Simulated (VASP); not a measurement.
Here is a VASP 6.6.1 calculation.

INCAR

```
  ALGO = Normal
  EDIFF = 1E-7
  EDIFFG = -0.01
  ENCUT = 600
  GGA = PE
  IBRION = 2
  ISIF = 4
  ISMEAR = 0
  LASPH = True
  LCHARG = False
  LREAL = False
  LWAVE = False
  NELM = 60
  NSW = 50
  PREC = Accurate
  SIGMA = 0.1
```

The input KPOINTS:

```
k-points
0
Gamma
  18 18 12
```

File POSCAR:

```
MgB2
1.0
    3.0448217569      0.0000000000      0.0000000000
   -1.5224108784      2.6368929914      0.0000000000
    0.0000000000      0.0000000000      3.4868244912
Mg B
1 2
Direct
    0.0000000000      0.0000000000      0.0000000000
    0.3333333333      0.6666666667      0.5000000000
    0.6666666667      0.3333333333      0.5000000000
```

Potentials or basis: VASP PAW PBE potentials, release 64 (Mg, B).

Launch:

```bash
$ cat potpaw_PBE.64/Mg/POTCAR potpaw_PBE.64/B/POTCAR > POTCAR
$ mpirun -np 1 vasp_std > vasp.out
```

Q: Predict the band gap on the k mesh.

A: Zero (bands 4 and 5 overlap by 3.92 eV).

Final structure:
```xyz
3
Lattice="3.0511 0.0000 0.0000 -1.5256 2.6424 0.0000 0.0000 0.0000 3.4724" Properties=species:S:1:pos:R:3 pbc="T T T"
Mg    3.0511    0.0000    0.0000
B     0.0000    1.7616    1.7362
B     1.5256    0.8808    1.7362
```
